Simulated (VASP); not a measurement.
# TbBeC (P-6m2) in VASP: notebook

Runs on TbBeC. Level: PBE. Tasks: single point, relaxation of cell and atoms.

Everything below comes from runs of VASP 6.6.1. Logs are shortened: lines on timing, memory, paths and dates and some standing lists are left out, and cuts for length are marked.

## 1. The cell of the first run

The structure is hexagonal, space group P-6m2 (No. 187). The conventional cell has a = 3.364 Å, b = 3.364 Å, c = 3.824 Å, α = 90.00°, β = 90.00°, γ = 120.00°. Tb (site symmetry -6m2) has 6 Be at 2.73 Å and 6 C at 2.73 Å and 6 Tb at 3.36 Å within 3.6 Å. Be (site symmetry -6m2) has 3 C at 1.94 Å within 2.6 Å. Within 2.6 Å of C (site symmetry -6m2) lie 3 Be at 1.94 Å.

The cell was built from a structure type or drawn by symmetry, and may not be a known phase.

## 2. Single point, PBE

File INCAR:

```
PREC = Accurate
ENCUT = 600
EDIFF = 1E-6
ISMEAR = 0
SIGMA = 0.1
LREAL = F
LASPH = T
NELM = 200
ALGO = Normal
ISIF = 2
LWAVE = F
LCHARG = T
GGA = PE
LELF = T
LVHAR = T
NBANDS = 14
GGA_COMPAT = F
LMAXMIX = 6
```

File KPOINTS:

```
Automatic mesh
0
Gamma
  18 18 12
```

File POSCAR:

```
TbBeC
1.0
    3.3638385017      0.0000000000      0.0000000000
   -1.6819192509      2.9131695967      0.0000000000
    0.0000000000      0.0000000000      3.8244830939
Tb Be C
1 1 1
Direct
    0.6666666667      0.3333333333      0.0000000000
    0.3333333333      0.6666666667      0.5000000000
    0.0000000000      0.0000000000      0.5000000000
```

Potentials or basis: VASP PAW PBE potentials, release 64 (Tb_3, Be, C), 4f in core.

Started as:

```console
cat potpaw_PBE.64/Tb_3/POTCAR potpaw_PBE.64/Be/POTCAR potpaw_PBE.64/C/POTCAR > POTCAR
mpirun -np 1 vasp_std > vasp.out
```

OUTCAR:

```text
PREC = Accurate
   ENCUT = 600
   EDIFF = 1E-6
   ISMEAR = 0
   LREAL = F
   LASPH = T
   NELM = 200
   ISIF = 2
   GGA = PE

 ion  position               nearest neighbor table
   1  0.667  0.333  0.000-   2 2.73   2 2.73   2 2.73   2 2.73   3 2.73   3 2.73   3 2.73   3 2.73
                             3 2.73   3 2.73   2 2.73   2 2.73
   2  0.333  0.667  0.500-   3 1.94   3 1.94   3 1.94   1 2.73   1 2.73   1 2.73   1 2.73   1 2.73
                             1 2.73
   3  0.000  0.000  0.500-   2 1.94   2 1.94   2 1.94   1 2.73   1 2.73   1 2.73   1 2.73   1 2.73
                             1 2.73

  LATTYP: Found a hexagonal cell.
 ALAT       =     3.3638385017
 C/A-ratio  =     1.1369401628

  Lattice vectors:

 A1 = (   3.3638385017,   0.0000000000,   0.0000000000)
 A2 = (  -1.6819192509,   2.9131695967,   0.0000000000)
 A3 = (   0.0000000000,   0.0000000000,   3.8244830939)

Analysis of symmetry for initial positions (statically):
=====================================================================
 Subroutine PRICEL returns:
 Original cell was already a primitive cell.

 Routine SETGRP: Setting up the symmetry group for a
 hexagonal supercell.

 Subroutine GETGRP returns: Found 12 space group operations
 (whereof 12 operations were pure point group operations)
 out of a pool of 24 trial point group operations.

The static configuration has the point symmetry D_3h.

Analysis of symmetry for dynamics (positions and initial velocities):
=====================================================================
 Subroutine PRICEL returns:
 Original cell was already a primitive cell.

 Routine SETGRP: Setting up the symmetry group for a
 hexagonal supercell.

 Subroutine GETGRP returns: Found 12 space group operations
 (whereof 12 operations were pure point group operations)
 out of a pool of 24 trial point group operations.

The dynamic configuration has the point symmetry D_3h.

 Subroutine INISYM returns: Found 12 space group operations
 (whereof 12 operations are pure point group operations),
 and found     1 'primitive' translations

----------------------------------------------------------------------------------------

                                     Primitive cell

  volume of cell :      37.4778

  direct lattice vectors                    reciprocal lattice vectors
     3.363838502  0.000000000  0.000000000     0.297279432  0.171634360  0.000000000
    -1.681919251  2.913169597  0.000000000     0.000000000  0.343268720  0.000000000
     0.000000000  0.000000000  3.824483094     0.000000000  0.000000000  0.261473244

  length of vectors
     3.363838502  3.363838502  3.824483094     0.343268720  0.343268720  0.261473244

  position of ions in fractional coordinates (direct lattice)
     0.666666667  0.333333333  0.000000000
     0.333333333  0.666666667  0.500000000
     0.000000000  0.000000000  0.500000000

  ion indices of the primitive-cell ions
   primitive index   ion index
                 1           1
                 2           2
                 3           3

----------------------------------------------------------------------------------------

 KPOINTS: Automatic mesh

Automatic generation of k-mesh.
 Grid dimensions read from file:
 generate k-points for:   18   18   12

 Generating k-lattice:

  Cartesian coordinates                     Fractional coordinates (reciprocal lattice)
     0.016515524  0.009535242  0.000000000     0.055555556  0.000000000  0.000000000
     0.000000000  0.019070484  0.000000000     0.000000000  0.055555556  0.000000000
     0.000000000  0.000000000  0.021789437     0.000000000  0.000000000  0.083333333

  Length of vectors
     0.019070484  0.019070484  0.021789437

  Shift w.r.t. Gamma in fractional coordinates (k-lattice)
     0.000000000  0.000000000  0.000000000

 Subroutine IBZKPT returns following result:
 ===========================================

 Found    259 irreducible k-points:

 Following reciprocal coordinates:
            Coordinates               Weight
  0.000000  0.000000  0.000000      1.000000
  0.055556  0.000000  0.000000      6.000000
  0.111111  0.000000  0.000000      6.000000
  0.166667 -0.000000  0.000000      6.000000
  0.222222 -0.000000  0.000000      6.000000
  0.277778  0.000000  0.000000      6.000000
[... 16 lines left out ...]
  0.333333  0.111111  0.000000     12.000000
  0.388889  0.111111  0.000000     12.000000
 [... further k-points ...]
   k-points           NKPTS =    259   k-points in BZ     NKDIM =    259   number of bands    NBANDS=     14
   number of dos      NEDOS =    301   number of ions     NIONS =      3
   total plane-waves  NPLWV =  25088
   dimension x,y,z NGX =    28 NGY =   28 NGZ =   32
   dimension x,y,z NGXF=    56 NGYF=   56 NGZF=   64
   ions per type =               1   1   1
   NGX,Y,Z   is equivalent  to a cutoff of  13.84, 13.84, 13.91 a.u.
   NGXF,Y,Z  is equivalent  to a cutoff of  27.68, 27.68, 27.82 a.u.
 SYSTEM =  unknown system
   PREC   = accura    normal or accurate (medium, high low for compatibility)
   ISTART =      0    job   : 0-new  1-cont  2-samecut
   ICHARG =      2    charge: 1-file 2-atom 10-const
   ISPIN  =      1    spin polarized calculation?
   LNONCOLLINEAR =      F non collinear calculations
   LSORBIT =      F    spin-orbit coupling
   LASPH  =      T    aspherical Exc in radial PAW
   ENCUT  =  600.0 eV  44.10 Ry    6.64 a.u.   6.72  6.72  7.64*2*pi/ulx,y,z
   NELM   =    200;   NELMIN=  2; NELMDL= -5     # of ELM steps
   EDIFF  = 0.1E-05   stopping-criterion for ELM
   LREAL  =      F    real-space projection
   EDIFFG = 0.1E-04   stopping-criterion for IOM
   NSW    =      0    number of steps for IOM
   IBRION =     -1    ionic relax: 0-MD 1-quasi-New 2-CG
   NFREE  =      0    steps in history (QN), initial steepest desc. (CG)
   ISIF   =      2    stress and relaxation
   ISYM   =      2    0-nonsym 1-usesym 2-fastsym
   POTIM  = 0.5000    time-step for ionic-motion
   TEBEG  =    0.0;   TEEND  =   0.0 temperature during run
   PSTRESS=    0.0 pullay stress
   NELECT =      15.0000    total number of electrons
   NUPDOWN=      -1.0000    fix difference up-down
   EMIN   =  10.00;   EMAX   =-10.00  energy-range for DOS
   EFERMI =   0.00;   METHOD = LEGACY
   ISMEAR =     0;   SIGMA  =   0.10  broadening in eV -4-tet -1-fermi 0-gaus
   EFERMI_NEDOS =   21; number of points for ismear=-14 and -15
   IALGO  =     38    algorithm
   IMIX   =      4    mixing-type and parameters
     AMIX     =   0.40;   BMIX     =  1.00
     AMIX_MAG =   1.60;   BMIX_MAG =  1.00
  volume/ion in A,a.u.               =      12.49        84.30
  Fermi-wavevector in a.u.,A,eV,Ry     =   1.206463  2.279885 19.804003  1.455553
  Thomas-Fermi vector in A             =   2.342130
   LORBIT       =      0    0 simple, 1 ext, 2 COOP (PROOUT), +10 PAW based schemes
   GGA     = PE    functional components
   LHFCALC =     F    Hartree Fock is set to
   AEXX    =    0.0000 exact exchange contribution
   IVDW    =     0    specifies the selected vdW correction
   LEPSILON=     F    determine dielectric tensor
   LRPA    =     F    only Hartree local field effects (RPA)
 non-spin polarized calculation
 Gauss-broadening in eV      SIGMA  =   0.10
  energy-cutoff  :      600.00
  volume of cell :       37.48
 maximum number of plane-waves:      1270
 NGX is ok and might be reduce to    28
   NGX = 13   NGY = 13   NGZ = 15

 number of electron      14.9999999 magnetization

 Free energy of the ion-electron system (eV)
  ---------------------------------------------------
  ext. energy  EPLUGINS =         0.00000000
  ---------------------------------------------------
  free energy    TOTEN  =       -18.23639037 eV

  energy without entropy =      -18.22799648  energy(sigma->0) =      -18.23219343

 E-fermi :   5.1449     XC(G=0): -11.4235

 val. band max:        5.1438181975   @ k =   0.2778   0.2222   0.2500
 cond. band min:       5.1494846633   @ k =   0.2778   0.0000   0.0833
 fundamental gap:      0.0056664658
 Fermi energy:         5.1448810815

 k-point     1 :       0.0000    0.0000    0.0000
  band No.  band energies     occupation
      1     -16.3198      2.00000
      2     -15.8198      2.00000
      3     -15.8198      2.00000
      4      -6.1463      2.00000
      5       4.0158      2.00000
      6       4.0158      2.00000
      7       4.0529      2.00000
      8       4.1480      2.00000
      9       8.6938      0.00000
     10       9.6869      0.00000
     11       9.6869      0.00000
     12      11.0110      0.00000
     13      11.0110      0.00000
     14      13.0140      0.00000

 k-point     2 :       0.0556    0.0000    0.0000
  band No.  band energies     occupation
      1     -16.3139      2.00000
      2     -15.8563      2.00000
      3     -15.8274      2.00000
      4      -6.0970      2.00000
      5       3.8006      2.00000
      6       4.0047      2.00000
      7       4.0133      2.00000
      8       4.2622      2.00000
      9       8.8320      0.00000
     10       9.5351      0.00000
     11       9.6893      0.00000
     12      10.9619      0.00000
     13      11.0181      0.00000
     14      13.0776      0.00000

 k-point     3 :       0.1111    0.0000    0.0000
  band No.  band energies     occupation
      1     -16.2967      2.00000
      2     -15.9595      2.00000
      3     -15.8490      2.00000
      4      -5.9541      2.00000
      5       3.3239      2.00000
      6       3.8717      2.00000
      7       4.0010      2.00000
      8       4.4987      2.00000
      9       8.8658      0.00000
     10       9.4944      0.00000
     11       9.7327      0.00000
     12      10.8256      0.00000
     13      10.9362      0.00000
     14      12.9842      0.00000

 k-point     4 :       0.1667   -0.0000    0.0000
  band No.  band energies     occupation
      1     -16.2704      2.00000
      2     -16.1131      2.00000
      3     -15.8820      2.00000
      4      -5.7312      2.00000
      5       2.7137      2.00000
      6       3.6822      2.00000
      7       3.9693      2.00000
      8       4.8087      2.00000
      9       8.4986      0.00000
     10       9.8863      0.00000
     11       9.9251      0.00000
     12      10.5986      0.00000
     13      10.6298      0.00000
     14      13.1849      0.00000

 k-point     5 :       0.2222   -0.0000    0.0000
  band No.  band energies     occupation
      1     -16.2946      2.00000
      2     -16.2378      2.00000
      3     -15.9220      2.00000
      4      -5.4476      2.00000
      5       2.0633      2.00000
      6       3.4689      2.00000
      7       3.9127      2.00000
      8       5.0669      1.72965
      9       8.3004      0.00000
     10      10.0723      0.00000
     11      10.1957      0.00000
[... 276 lines left out ...]
 k-point    22 :       0.2778    0.1111    0.0000
  band No.  band energies     occupation
      1     -16.6425      2.00000
      2     -16.1609      2.00000
      3     -16.0709      2.00000
      4      -4.7004      2.00000
      5       0.8822      2.00000
      6       3.1143      2.00000
      7       3.1872      2.00000
      8       5.6164      0.00000
      9       7.9340      0.00000
     10       8.5299      0.00000
     11      11.1275      0.00000
     12      11.3114      0.00000
     13      12.0282      0.00000
     14      14.9685      0.00000

 k-point    23 :       0.3333    0.1111    0.0000
  band No.  band energies     occupation
      1     -16.7570      2.00000
      2     -16.1353      2.00000
      3     -16.1125      2.00000
      4      -4.4093      2.00000
      5       0.4497      2.00000
      6       3.0148      2.00000
      7       3.0245      2.00000
      8       5.5092      0.00000
      9       7.5219      0.00000
     10       9.2281      0.00000
     11      11.2123      0.00000
     12      11.3787      0.00000
     13      12.7029      0.00000
     14      15.5350      0.00000

 k-point    24 :       0.3889    0.1111    0.0000
  band No.  band energies     occupation
      1     -16.8304      2.00000
      2     -16.1395      2.00000
      3     -16.1185      2.00000
      4      -4.1974      2.00000
      5       0.1513      2.00000
      6       2.9200      2.00000
      7       2.9554      2.00000
      8       5.4050      0.00023
      9       7.2641      0.00000
     10      10.0103      0.00000
     11      11.1432      0.00000
     12      11.3237      0.00000
     13      13.3362      0.00000
     14      15.1203      0.00000

 [... further k-points ...]

------------------------ aborting loop because EDIFF is reached ----------------------------------------

  FORCE on cell =-STRESS in cart. coord.  units (eV):
  Direction    XX          YY          ZZ          XY          YZ          ZX
  --------------------------------------------------------------------------------------
  -------------------------------------------------------------------------------------
  Total        0.1114423      0.1114423      0.1044622     -0.0000000      0.0000000     -0.0000000
  in kB        4.7641692      4.7641692      4.4657655     -0.0000000      0.0000000     -0.0000000
  external PRESSURE =       4.6647013 kB  Pullay stress =       0.0000000 kB

 VOLUME and BASIS-vectors are now :
 -----------------------------------------------------------------------------
  energy-cutoff  :      600.00
  volume of cell :       37.48
      direct lattice vectors                 reciprocal lattice vectors
     3.363838502  0.000000000  0.000000000     0.297279432  0.171634360  0.000000000
    -1.681919251  2.913169597  0.000000000     0.000000000  0.343268720  0.000000000
     0.000000000  0.000000000  3.824483094     0.000000000  0.000000000  0.261473244

 POSITION                                       TOTAL-FORCE (eV/Angst)
 -----------------------------------------------------------------------------------
      1.68192      0.97106      0.00000         0.000000      0.000000      0.000000
     -0.00000      1.94211      1.91224        -0.000000     -0.000000      0.000000
      0.00000      0.00000      1.91224         0.000000     -0.000000      0.000000
 -----------------------------------------------------------------------------------
    total drift:                               -0.000000      0.000000      0.000000

  FREE ENERGIE OF THE ION-ELECTRON SYSTEM (eV)
  ---------------------------------------------------
  free  energy   TOTEN  =       -18.2363903708 eV

  energy  without entropy=      -18.2279964815  energy(sigma->0) =      -18.23219343
```

It took 56 s on 1 thread of Intel Xeon 6975P-C (Granite Rapids), shared host; peak memory 0.33 GiB.

Results:

| Quantity | Value |
| --- | --- |
| Free energy | -18.2364 eV |
| Pressure | 0.5 GPa |
| Band gap on the k mesh | zero (an odd number of electrons rules out a gap without spin polarisation) |

Caveat: spin-orbit coupling is left out, which moves the levels of the heavy elements; the 4f electrons are frozen in the core, so they carry no moment and show no levels. Spin polarisation is off, so any magnetic state and its effect on volume and gap are missing.

## 3. Single point, PBE

File INCAR:

```
PREC = Accurate
ENCUT = 600
EDIFF = 1E-6
ISMEAR = 0
SIGMA = 0.1
LREAL = False
LASPH = True
NELM = 200
ALGO = Normal
ISIF = 2
LWAVE = False
LCHARG = False
GGA = PE
NBANDS = 14
GGA_COMPAT = False
LMAXMIX = 6
```

KPOINTS is that of step 2.

File POSCAR:

```
TbBeC
1.0
    3.3638360106      0.0000000000      0.0000000000
   -1.6819180053      2.9131674393      0.0000000000
    0.0000000000      0.0000000000      3.8244809313
Tb Be C
1 1 1
Direct
    0.6666666667      0.3333333333      0.0000000000
    0.3333333333      0.6666666667      0.5000000000
    0.0000000000      0.0000000000      0.5000000000
```

Potentials or basis: VASP PAW PBE potentials, release 64 (Tb_3, Be, C), 4f in core.

Started as:

```console
cat potpaw_PBE.64/Tb_3/POTCAR potpaw_PBE.64/Be/POTCAR potpaw_PBE.64/C/POTCAR > POTCAR
mpirun -np 1 vasp_std > vasp.out
```

It took 55 s on 1 thread of Intel Xeon 6975P-C (Granite Rapids), shared host; peak memory 0.33 GiB.

The run converged. Its results:

```yaml
Free_energy: -18.2364 eV
Pressure: 0.5 GPa
Band_gap_on_the_k_mesh: zero (an odd number of electrons rules out a gap without spin polarisation)
```

Levels at points of the mesh, in eV from the Fermi level:
| k point | band 4 | band 5 | band 6 | band 7 | band 8 | band 9 | band 10 | band 11 | band 12 | band 13 |
| --- | --- | --- | --- | --- | --- | --- | --- | --- | --- | --- |
| (0.00, 0.00, 0.00) | -11.29 | -1.13 | -1.13 | -1.09 | -1.00 | 3.55 | 4.54 | 4.54 | 5.87 | 5.87 |
| (0.50, 0.00, 0.00) | -9.34 | -5.21 | -2.32 | -1.53 | -0.58 | 3.20 | 4.58 | 5.77 | 6.76 | 7.44 |
| (0.00, 0.00, 0.50) | -9.71 | -5.11 | -0.38 | -0.38 | 2.77 | 2.77 | 2.92 | 3.21 | 3.21 | 5.88 |
| (0.50, 0.00, 0.50) | -9.68 | -4.23 | -2.67 | -2.54 | -0.08 | 4.04 | 5.72 | 7.68 | 7.89 | 8.77 |

Caveat: spin-orbit coupling is left out, which moves the levels of the heavy elements; the 4f electrons are frozen in the core, so they carry no moment and show no levels. Spin polarisation is off, so any magnetic state and its effect on volume and gap are missing.

## 4. Relaxation of cell and atoms, PBE

This run uses another cell than the first one, of 12.46 Å³/atom.

File INCAR:

```
PREC = Accurate ; ENCUT = 600
EDIFF = 1E-7 ; ISMEAR = 0
SIGMA = 0.1 ; LREAL = False
LASPH = True ; NELM = 200
ALGO = Normal ; ISIF = 3
LWAVE = False ; LCHARG = False
GGA = PE ; IBRION = 2
NSW = 100 ; EDIFFG = -0.01
GGA_COMPAT = False ; NELMIN = 4
LMAXMIX = 6
```

File KPOINTS:

```
regular mesh
0
Gamma
  18 18 12
```

File POSCAR:

```
TbBeC
1.0
    3.3631319308      0.0000000000      0.0000000000
   -1.6815659654      2.9125576884      0.0000000000
    0.0000000000      0.0000000000      3.8174298140
Tb Be C
1 1 1
Direct
    0.6666666667      0.3333333333      0.0000000000
    0.3333333333      0.6666666667      0.5000000000
    0.0000000000      0.0000000000      0.5000000000
```

Started as:

```console
cat potpaw_PBE.64/Tb_3/POTCAR potpaw_PBE.64/Be/POTCAR potpaw_PBE.64/C/POTCAR > POTCAR
mpirun -np 1 vasp_std > vasp.out
```

Run time: 1.7 min. Hardware: 1 thread of Intel Xeon 6975P-C (Granite Rapids), shared host; peak memory 0.32 GiB.

It converged, with:

- Free energy: -18.2365 eV
- Relaxed volume: 12.53 Å³/atom
- Relaxed cell: a = 3.369 Å, b = 3.369 Å, c = 3.827 Å, α = 90.00°, β = 90.00°, γ = 120.00°
- Space group after relaxing (to 0.1 Å): P-6m2 (No. 187)
- Energy gained by relaxing: 0.2 meV/atom
- Ionic steps: 3
- Pressure after relaxing: 0.0 GPa
- Band gap on the k mesh: zero (an odd number of electrons rules out a gap without spin polarisation)

Stress tensor (GPa, compression positive):
```
-0.06  0.00  0.00
 0.00 -0.06  0.00
 0.00  0.00  0.09
```

Step by step:
```
step  energy change (eV)  largest force (eV/Å)  pressure (GPa)  volume (Å³)
   1              0.0000                0.0000            0.78        37.39
   2             -0.0004                0.0000           -0.45        37.72
   3             -0.0005                0.0000           -0.01        37.60
```

Final structure:
```
Tb Be C
1.0
     3.36853    0.00000    0.00000
    -1.68426    2.91723    0.00000
     0.00000    0.00000    3.82665
Tb Be C
1 1 1
Direct
  0.66667 0.33333 0.00000
  0.33333 0.66667 0.50000
  0.00000 0.00000 0.50000
```

Levels at points of the mesh, in eV from the Fermi level:
| k point | band 6 | band 7 | band 8 | band 9 | band 10 | band 11 |
| --- | --- | --- | --- | --- | --- | --- |
| (0.00, 0.00, 0.00) | -1.13 | -1.09 | -0.99 | 3.52 | 4.53 | 4.53 |
| (0.50, 0.00, 0.00) | -2.31 | -1.53 | -0.57 | 3.20 | 4.57 | 5.74 |
| (0.00, 0.00, 0.50) | -0.38 | -0.38 | 2.76 | 2.76 | 2.92 | 3.20 |
| (0.50, 0.00, 0.50) | -2.67 | -2.54 | -0.09 | 4.02 | 5.71 | 7.65 |

Caveat: spin-orbit coupling is left out, which moves the levels of the heavy elements; the 4f electrons are frozen in the core, so they carry no moment and show no levels. Spin polarisation is off, so any magnetic state and its effect on volume and gap are missing.
